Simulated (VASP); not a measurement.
Ta: single point with LDA

Crystal: Ta.

```
Ta
1.0
    -1.62648    1.62648    1.62648
     1.62648   -1.62648    1.62648
     1.62648    1.62648   -1.62648
Ta
1
Cartesian
  0.0000 0.0000 0.0000
```

| Property | Result |
| --- | --- |
| Program | VASP 6.6.1 |
| Task | single point |
| Functional | LDA |
| Potentials or basis | VASP PAW LDA potentials, release 64 (Ta_pv) |
| Cutoff | 520 eV |
| k mesh | 11 × 11 × 11 |
| Occupations | fermi-dirac, width 0.05 eV |
| Spin | no spin polarisation |
| Dipole correction | no |
| Further INCAR settings | ALGO = Normal; EDIFF = 1e-06; NBANDS = 12 |

* Pressure: 0.9 GPa

Levels at points of the mesh, in eV from the Fermi level:
```
           k point  band 3  band 4  band 5  band 6  band 7  band 8
(0.00, 0.00, 0.00)  -32.72   -8.01    0.67    0.67    0.67    4.09
```

Run time: 17 s on 1 thread of AMD EPYC 7R43 64-Core Processor (Zen 3) (shared host), peak memory 0.1 GiB.

Caveat: spin-orbit coupling is left out, which moves the levels of the heavy elements.
